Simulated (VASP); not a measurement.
# Rh (P6_3/mmc) in VASP: a series of runs

Rh is run at these levels: PBEsol; tasks: single point.

Everything below comes from runs of VASP 6.6.1. Logs are shortened: lines on timing, memory, paths and dates and some standing lists are left out, and cuts for length are marked.

## 1. The cell of the first run

Symmetry: P6_3/mmc, No. 194, hexagonal system. Conventional cell: a = 2.740 Å, b = 2.740 Å, c = 4.443 Å, α = 90.00°, β = 90.00°, γ = 120.00°. Rh (site symmetry -6m2) has 12 Rh at 2.73 to 2.74 Å within 3.6 Å.

## 2. Single point, PBEsol

INCAR reads:

```
PREC = Accurate
ENCUT = 520
EDIFF = 1E-7
ISMEAR = 0
SIGMA = 0.1
LREAL = False
LASPH = True
NELM = 60
ALGO = Normal
ISIF = 2
LWAVE = False
LCHARG = False
GGA = PS
NBANDS = 22
```

KPOINTS reads:

```
regular mesh
0
Gamma
  12 12 7
```

POSCAR reads:

```
Rh
1.0
    2.7400530899      0.0000000000      0.0000000000
   -1.3700265450      2.3729575328      0.0000000000
    0.0000000000      0.0000000000      4.4432026994
Rh
2
Direct
    0.6666666667      0.3333333333      0.7500000000
    0.3333333333      0.6666666667      0.2500000000
```

Potentials or basis: VASP PAW PBE potentials, release 64 (Rh_pv).

Started as:

```bash
> cat potpaw_PBE.64/Rh_pv/POTCAR > POTCAR
> mpirun -np 1 vasp_std > vasp.out
```

OUTCAR:

```text
PREC = Accurate
   ENCUT = 520
   EDIFF = 1E-7
   ISMEAR = 0
   LREAL = False
   LASPH = True
   NELM = 60
   ISIF = 2
   GGA = PS

 ion  position               nearest neighbor table
   1  0.667  0.333  0.750-   2 2.73   2 2.73   2 2.73   2 2.73   2 2.73   2 2.73
   2  0.333  0.667  0.250-   1 2.73   1 2.73   1 2.73   1 2.73   1 2.73   1 2.73

  LATTYP: Found a hexagonal cell.
 ALAT       =     2.7400530899
 C/A-ratio  =     1.6215754052

  Lattice vectors:

 A1 = (   2.7400530899,   0.0000000000,   0.0000000000)
 A2 = (  -1.3700265450,   2.3729575328,   0.0000000000)
 A3 = (   0.0000000000,   0.0000000000,   4.4432026994)

Analysis of symmetry for initial positions (statically):
=====================================================================
 Subroutine PRICEL returns:
 Original cell was already a primitive cell.

 Routine SETGRP: Setting up the symmetry group for a
 hexagonal supercell.

 Subroutine GETGRP returns: Found 24 space group operations
 (whereof 12 operations were pure point group operations)
 out of a pool of 24 trial point group operations.

The static configuration has the point symmetry D_3d.
 The point group associated with its full space group is D_6h.

Analysis of symmetry for dynamics (positions and initial velocities):
=====================================================================
 Subroutine PRICEL returns:
 Original cell was already a primitive cell.

 Routine SETGRP: Setting up the symmetry group for a
 hexagonal supercell.

 Subroutine GETGRP returns: Found 24 space group operations
 (whereof 12 operations were pure point group operations)
 out of a pool of 24 trial point group operations.

The dynamic configuration has the point symmetry D_3d.
 The point group associated with its full space group is D_6h.

 Subroutine INISYM returns: Found 24 space group operations
 (whereof 12 operations are pure point group operations),
 and found     1 'primitive' translations

----------------------------------------------------------------------------------------

                                     Primitive cell

  volume of cell :      28.8898

  direct lattice vectors                    reciprocal lattice vectors
     2.740053090  0.000000000  0.000000000     0.364956432  0.210707521  0.000000000
    -1.370026545  2.372957533  0.000000000     0.000000000  0.421415043  0.000000000
     0.000000000  0.000000000  4.443202699     0.000000000  0.000000000  0.225062881

  length of vectors
     2.740053090  2.740054778  4.443202699     0.421415302  0.421415043  0.225062881

  position of ions in fractional coordinates (direct lattice)
     0.666666667  0.333333333  0.750000000
     0.333333333  0.666666667  0.250000000

  ion indices of the primitive-cell ions
   primitive index   ion index
                 1           1
                 2           2

----------------------------------------------------------------------------------------

 KPOINTS: regular mesh

Automatic generation of k-mesh.
 Grid dimensions read from file:
 generate k-points for:   12   12    7

 Generating k-lattice:

  Cartesian coordinates                     Fractional coordinates (reciprocal lattice)
     0.030413036  0.017558960  0.000000000     0.083333333 -0.000000000  0.000000000
     0.000000000  0.035117920  0.000000000     0.000000000  0.083333333  0.000000000
     0.000000000  0.000000000  0.032151840     0.000000000  0.000000000  0.142857143

  Length of vectors
     0.035117942  0.035117920  0.032151840

  Shift w.r.t. Gamma in fractional coordinates (k-lattice)
     0.000000000  0.000000000  0.000000000

 Subroutine IBZKPT returns following result:
 ===========================================

 Found     76 irreducible k-points:

 Following reciprocal coordinates:
            Coordinates               Weight
  0.000000  0.000000  0.000000      1.000000
  0.083333  0.000000  0.000000      6.000000
  0.166667 -0.000000  0.000000      6.000000
  0.250000  0.000000  0.000000      6.000000
  0.333333  0.000000  0.000000      6.000000
  0.416667 -0.000000  0.000000      6.000000
[... 16 lines left out ...]
  0.250000  0.000000  0.142857     12.000000
  0.333333  0.000000  0.142857     12.000000
 [... further k-points ...]
   k-points           NKPTS =     76   k-points in BZ     NKDIM =     76   number of bands    NBANDS=     22
   number of dos      NEDOS =    301   number of ions     NIONS =      2
   total plane-waves  NPLWV =  14400
   dimension x,y,z NGX =    20 NGY =   20 NGZ =   36
   dimension x,y,z NGXF=    40 NGYF=   40 NGZF=   72
   ions per type =               2
   NGX,Y,Z   is equivalent  to a cutoff of  12.13, 12.13, 13.47 a.u.
   NGXF,Y,Z  is equivalent  to a cutoff of  24.27, 24.27, 26.94 a.u.
 SYSTEM =  unknown system
   PREC   = accura    normal or accurate (medium, high low for compatibility)
   ISTART =      0    job   : 0-new  1-cont  2-samecut
   ICHARG =      2    charge: 1-file 2-atom 10-const
   ISPIN  =      1    spin polarized calculation?
   LNONCOLLINEAR =      F non collinear calculations
   LSORBIT =      F    spin-orbit coupling
   LASPH  =      T    aspherical Exc in radial PAW
   ENCUT  =  520.0 eV  38.22 Ry    6.18 a.u.   5.09  5.09  8.26*2*pi/ulx,y,z
   NELM   =     60;   NELMIN=  2; NELMDL= -5     # of ELM steps
   EDIFF  = 0.1E-06   stopping-criterion for ELM
   LREAL  =      F    real-space projection
   EDIFFG = 0.1E-05   stopping-criterion for IOM
   NSW    =      0    number of steps for IOM
   IBRION =     -1    ionic relax: 0-MD 1-quasi-New 2-CG
   NFREE  =      0    steps in history (QN), initial steepest desc. (CG)
   ISIF   =      2    stress and relaxation
   ISYM   =      2    0-nonsym 1-usesym 2-fastsym
   POTIM  = 0.5000    time-step for ionic-motion
   TEBEG  =    0.0;   TEEND  =   0.0 temperature during run
   PSTRESS=    0.0 pullay stress
   NELECT =      30.0000    total number of electrons
   NUPDOWN=      -1.0000    fix difference up-down
   EMIN   =  10.00;   EMAX   =-10.00  energy-range for DOS
   EFERMI =   0.00;   METHOD = LEGACY
   ISMEAR =     0;   SIGMA  =   0.10  broadening in eV -4-tet -1-fermi 0-gaus
   EFERMI_NEDOS =   21; number of points for ismear=-14 and -15
   IALGO  =     38    algorithm
   IMIX   =      4    mixing-type and parameters
     AMIX     =   0.40;   BMIX     =  1.00
     AMIX_MAG =   1.60;   BMIX_MAG =  1.00
  volume/ion in A,a.u.               =      14.44        97.48
  Fermi-wavevector in a.u.,A,eV,Ry     =   1.657805  3.132798 37.393148  2.748319
  Thomas-Fermi vector in A             =   2.745495
   LORBIT       =      0    0 simple, 1 ext, 2 COOP (PROOUT), +10 PAW based schemes
   GGA     = PS    functional components
   LHFCALC =     F    Hartree Fock is set to
   AEXX    =    0.0000 exact exchange contribution
   IVDW    =     0    specifies the selected vdW correction
   LEPSILON=     F    determine dielectric tensor
   LRPA    =     F    only Hartree local field effects (RPA)
 non-spin polarized calculation
 Gauss-broadening in eV      SIGMA  =   0.10
  energy-cutoff  :      520.00
  volume of cell :       28.89
 maximum number of plane-waves:       791
   NGX = 11   NGY = 11   NGZ = 17

 number of electron      30.0000008 magnetization

 Free energy of the ion-electron system (eV)
  ---------------------------------------------------
  ext. energy  EPLUGINS =         0.00000000
  ---------------------------------------------------
  free energy    TOTEN  =       -16.10997886 eV

  energy without entropy =      -16.09142623  energy(sigma->0) =      -16.10070255

 E-fermi :  10.9720     XC(G=0): -13.9011

 val. band max:       10.9634369512   @ k =   0.4167   0.1667   0.1429
 cond. band min:      10.9773177853   @ k =   0.0833   0.0000   0.4286
 fundamental gap:      0.0138808341
 Fermi energy:        10.9720201489

 k-point     1 :       0.0000    0.0000    0.0000
  band No.  band energies     occupation
      1     -36.0060      2.00000
      2     -35.4523      2.00000
      3     -35.4522      2.00000
      4     -35.3751      2.00000
      5     -35.3620      2.00000
      6     -35.3620      2.00000
[... 14 lines left out ...]
     21      28.9267      0.00000
     22      29.5231      0.00000

 k-point     2 :       0.0833    0.0000    0.0000
  band No.  band energies     occupation
      1     -35.9924      2.00000
      2     -35.4832      2.00000
      3     -35.4623      2.00000
      4     -35.3942      2.00000
      5     -35.3807      2.00000
      6     -35.3671      2.00000
[... 14 lines left out ...]
     21      29.1882      0.00000
     22      29.6005      0.00000

 k-point     3 :       0.1667   -0.0000    0.0000
  band No.  band energies     occupation
      1     -35.9536      2.00000
      2     -35.5679      2.00000
      3     -35.4890      2.00000
      4     -35.4808      2.00000
      5     -35.3977      2.00000
      6     -35.3814      2.00000
[... 14 lines left out ...]
     21      29.2656      0.00000
     22      29.5320      0.00000

 k-point     4 :       0.2500    0.0000    0.0000
  band No.  band energies     occupation
      1     -35.8952      2.00000
      2     -35.6839      2.00000
      3     -35.5963      2.00000
      4     -35.5244      2.00000
      5     -35.4262      2.00000
      6     -35.4020      2.00000
[... 14 lines left out ...]
     21      27.4297      0.00000
     22      28.1004      0.00000

 k-point     5 :       0.3333    0.0000    0.0000
  band No.  band energies     occupation
      1     -35.8267      2.00000
      2     -35.8001      2.00000
      3     -35.7087      2.00000
      4     -35.5589      2.00000
      5     -35.4648      2.00000
      6     -35.4233      2.00000
[... 417 lines left out ...]
 k-point    22 :       0.1667   -0.0000    0.1429
  band No.  band energies     occupation
      1     -35.9306      2.00000
      2     -35.5603      2.00000
      3     -35.5037      2.00000
      4     -35.4837      2.00000
      5     -35.4066      2.00000
      6     -35.3868      2.00000
[... 14 lines left out ...]
     21      28.7652      0.00000
     22      29.2639      0.00000

 k-point    23 :       0.2500    0.0000    0.1429
  band No.  band energies     occupation
      1     -35.8859      2.00000
      2     -35.6685      2.00000
      3     -35.6153      2.00000
      4     -35.5184      2.00000
      5     -35.4324      2.00000
      6     -35.4081      2.00000
[... 14 lines left out ...]
     21      27.7182      0.00000
     22      27.8449      0.00000

 k-point    24 :       0.3333    0.0000    0.1429
  band No.  band energies     occupation
      1     -35.8656      2.00000
      2     -35.7526      2.00000
      3     -35.7163      2.00000
      4     -35.5522      2.00000
      5     -35.4656      2.00000
      6     -35.4301      2.00000
[... 14 lines left out ...]
     21      25.9413      0.00000
     22      26.2343      0.00000

 [... further k-points ...]
[... 5 lines left out ...]
  --------------------------------------------------------------------------------------
  -------------------------------------------------------------------------------------
  Total       -2.8573382     -2.8573429     -2.9336667      0.0000000      0.0000000      0.0000000
  in kB     -158.4627380   -158.4629983   -162.6957778      0.0000000      0.0000000      0.0000000
  external PRESSURE =    -159.8738380 kB  Pullay stress =       0.0000000 kB

 VOLUME and BASIS-vectors are now :
 -----------------------------------------------------------------------------
  energy-cutoff  :      520.00
  volume of cell :       28.89
      direct lattice vectors                 reciprocal lattice vectors
     2.740053090  0.000000000  0.000000000     0.364956432  0.210707521  0.000000000
    -1.370026545  2.372957533  0.000000000     0.000000000  0.421415043  0.000000000
     0.000000000  0.000000000  4.443202699     0.000000000  0.000000000  0.225062881

 POSITION                                       TOTAL-FORCE (eV/Angst)
 -----------------------------------------------------------------------------------
      1.37003      0.79099      3.33240         0.000000      0.000000      0.000000
     -0.00000      1.58197      1.11080        -0.000000     -0.000000      0.000000
 -----------------------------------------------------------------------------------
    total drift:                                0.000000     -0.000000      0.000000

  FREE ENERGIE OF THE ION-ELECTRON SYSTEM (eV)
  ---------------------------------------------------
  free  energy   TOTEN  =       -16.1099788623 eV

  energy  without entropy=      -16.0914262329  energy(sigma->0) =      -16.10070255
```

Run time: 21 s. Hardware: 1 thread of AMD EPYC 9R45 (Zen 5), shared host; peak memory 0.13 GiB.

What came out:

| Item | Value |
| --- | --- |
| Free energy | -16.1100 eV |
| Pressure | -16.0 GPa |
| Band gap on the k mesh | zero (band 15 reaches 11.53 eV, above the bottom of band 16 at 9.29 eV) |

Stress tensor (GPa, compression positive):
```
-15.85   0.00   0.00
  0.00 -15.85   0.00
  0.00   0.00 -16.27
```

Levels at points of the mesh, in eV from the Fermi level:
```tsv
k point	band 13	band 14	band 15	band 16	band 17	band 18
(0.00, 0.00, 0.00)	-2.35	-1.78	-1.78	0.11	0.11	0.66
(0.50, 0.00, 0.00)	-2.05	0.39	0.56	0.67	2.84	4.84
```

Caveat: the PAW data sets were made with another functional, which shifts forces and pressure a little.

## 3. Single point, PBEsol

This run uses another cell than the first one, of 14.87 Å³/atom, 1.030 times its volume.

INCAR reads:

```
SYSTEM = Rh
PREC     = Accurate       ! precision mode
ENCUT    = 520            ! plane-wave cutoff, eV
EDIFF    = 1E-6           ! SCF threshold, eV
ISMEAR   = 0              ! smearing method
SIGMA    = 0.1            ! smearing width, eV
LREAL    = .False.        ! projectors in reciprocal space
LASPH    = .True.         ! aspherical terms in the spheres
NELM     = 100            ! most SCF steps
ALGO     = Normal         ! electronic algorithm
ISIF     = 2              ! what is computed and relaxed
LWAVE    = .False.        ! write WAVECAR
LCHARG   = .False.        ! write CHGCAR
GGA      = PS             ! functional
NBANDS   = 22             ! bands
```

KPOINTS reads:

```
Automatic mesh
0
Gamma
  12 12 7
  0 0 0
```

POSCAR reads:

```
Rh
1.0
    2.7669180686      0.0000000000      0.0000000000
   -1.3834590343      2.3962233060      0.0000000000
    0.0000000000      0.0000000000      4.4867662882
Rh
2
Direct
    0.6666666667      0.3333333333      0.7500000000
    0.3333333333      0.6666666667      0.2500000000
```

Potentials or basis: VASP PAW PBE potentials, release 64 (Rh_pv).

Started as:

```bash
> cat potpaw_PBE.64/Rh_pv/POTCAR > POTCAR
> mpirun -np 1 vasp_std > vasp.out
```

Run time: 26 s. Hardware: 1 thread of AMD EPYC 9R45 (Zen 5), shared host; peak memory 0.15 GiB.

The run converged. Its results:

```yaml
Free_energy: -16.0098 eV
Pressure: -21.5 GPa
Band_gap_on_the_k_mesh: zero (band 15 reaches 10.99 eV, above the bottom of band 16 at 8.86 eV)
```

Stress tensor (GPa, compression positive):
```
-21.34   0.00   0.00
  0.00 -21.34   0.00
  0.00   0.00 -21.95
```

Levels at points of the mesh, in eV from the Fermi level:
| k point | band 12 | band 13 | band 14 | band 15 | band 16 | band 17 | band 18 | band 19 |
| --- | --- | --- | --- | --- | --- | --- | --- | --- |
| (0.00, 0.00, 0.00) | -2.25 | -2.25 | -1.70 | -1.70 | 0.11 | 0.11 | 0.71 | 7.78 |
| (0.50, 0.00, 0.00) | -2.03 | -1.96 | 0.37 | 0.53 | 0.63 | 2.76 | 4.70 | 9.68 |

Caveat: the PAW data sets were made with another functional, which shifts forces and pressure a little.

[end of part 1 of 2]
